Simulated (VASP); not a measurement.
Wanted: the native input for a VASP 6.6.1 run.

```yaml
Task: single point
Functional: LDA
Potentials_or_basis: VASP PAW LDA potentials, release 64 (Te)
Cutoff: 520 eV
k_mesh: 11 × 11 × 11
Occupations: fermi-dirac, width 0.1 eV
Spin: no spin polarisation
Dipole_correction: no
Further_INCAR_settings: ALGO = Normal; EDIFF = 1e-06; NBANDS = 9
```

The structure of Te lies in POSCAR:

```
Te
1.0
    3.1738270524      0.0000000000      0.0000000000
    0.0000000000      3.1738270524      0.0000000000
    0.0000000000      0.0000000000      3.1738270524
Te
1
Direct
    0.0000000000      0.0000000000      0.0000000000
```

This isn't the form of Te at room conditions, which is trigonal, of chains.

The input as run:

INCAR

```
SYSTEM = Te
PREC = Accurate
ENCUT = 520
EDIFF = 1E-6
ISMEAR = -1
SIGMA = 0.1
LREAL = .FALSE.
LASPH = .TRUE.
NELM = 60
ALGO = Normal
ISIF = 2
LWAVE = .FALSE.
LCHARG = .FALSE.
GGA = CA
NBANDS = 9
```

KPOINTS

```
Automatic mesh
0
G
  11 11 11
  0 0 0
```

Potentials or basis: VASP PAW LDA potentials, release 64 (Te).

Command:

```bash
$ cat potpaw_LDA.64/Te/POTCAR > POTCAR
$ mpirun -np 1 vasp_std > vasp.out
```

Results of the run:

```json
{
  "Pressure": "-2.1 GPa",
  "Band gap on the k mesh": "zero (bands 3 and 4 overlap by 5.50 eV)"
}
```

Caveat: spin-orbit coupling is left out, which moves the levels of the heavy elements.

It took 12 s on 1 thread of Intel Xeon 8259CL, with other jobs on the host, peak memory 0.13 GiB.
